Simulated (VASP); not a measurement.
A run of VASP 6.6.1 is set up as follows.

Contents of INCAR:

```
SYSTEM = W
PREC = Accurate ; ENCUT = 520
EDIFF = 1E-6 ; ISMEAR = 0
SIGMA = 0.15 ; LREAL = .FALSE.
LASPH = .TRUE. ; NELM = 80
ALGO = Fast ; ISIF = 2
LWAVE = .FALSE. ; LCHARG = .FALSE.
GGA = PE ; NBANDS = 13
```

Contents of KPOINTS:

```
regular mesh
0
G
  20 20 20
  0 0 0
```

POSCAR

```
W
1.0
   -1.6611920000      1.6611920000      1.5334080000
    1.6611920000     -1.6611920000      1.5334080000
    1.6611920000      1.6611920000     -1.5334080000
W
1
Direct
    0.0000000000      0.0000000000      0.0000000000
```

Potentials or basis: VASP PAW PBE potentials, release 64 (W_sv).

Run with:

```console
$ cat potpaw_PBE.64/W_sv/POTCAR > POTCAR
$ mpirun -np 1 vasp_std > vasp.out
```

**Question.** What does it give for the band gap on the k mesh?

**Answer.** Zero (band 7 reaches 15.14 eV, above the bottom of band 8 at 9.47 eV).

**Question.** Predict the pressure.

**Answer.** -11.8 GPa.

Stress tensor (GPa, compression positive):
```
-19.45   0.00   0.00
  0.00 -19.45   0.00
  0.00   0.00   3.47
```

Caveat: the cell differs from its parent crystal (strain +0.040 along x and y, -0.040 along z); spin-orbit coupling is left out, which moves the levels of the heavy elements.
